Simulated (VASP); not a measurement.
LiHf2O2, 5 atoms in the cell. The structure is hexagonal, space group P6/mmm (No. 191). Conventional cell: a = 3.580 Å, b = 3.580 Å, c = 8.328 Å, α = 90.00°, β = 90.00°, γ = 120.00°. Li (site symmetry 6/mmm) has 2 Hf at 2.93 Å and 6 Li at 3.58 Å within 3.9 Å. Within 3.2 Å of Hf (site symmetry 6mm) lie 6 O at 2.41 Å and 1 Hf at 2.46 Å and 1 Li at 2.93 Å. O (site symmetry -6m2) has 3 O at 2.07 Å and 6 Hf at 2.41 Å within 2.7 Å. The cell was built from a structure type or drawn by symmetry, and may not be a known phase.

| Quantity | Value |
| --- | --- |
| Program | VASP 6.6.1 |
| Task | single point |
| Functional | PBE |
| Potentials or basis | VASP PAW PBE potentials, release 64 (Li_sv, Hf_pv, O) |
| Cutoff | 520 eV |
| k mesh | 6 × 6 × 4 |
| Occupations | gaussian, width 0.1 eV |
| Spin | no spin polarisation |
| Dipole correction | no |
| Further INCAR settings | ALGO = Normal; EDIFF = 1e-06; NBANDS = 26 |

Potentials or basis: VASP PAW PBE potentials, release 64 (Li_sv, Hf_pv, O).

Command:

```bash
$ cat potpaw_PBE.64/Li_sv/POTCAR potpaw_PBE.64/Hf_pv/POTCAR potpaw_PBE.64/O/POTCAR > POTCAR
$ mpirun -np 1 vasp_std > vasp.out
```

Hardware: 1 thread of Intel Xeon 8259CL, with other jobs on the host.

Task: How long does it take, and how much memory?

Result: Run time: 120 s on 1 thread of Intel Xeon 8259CL, with other jobs on the host, peak memory 0.23 GiB. Counts: scf iterations 16, k points 21.
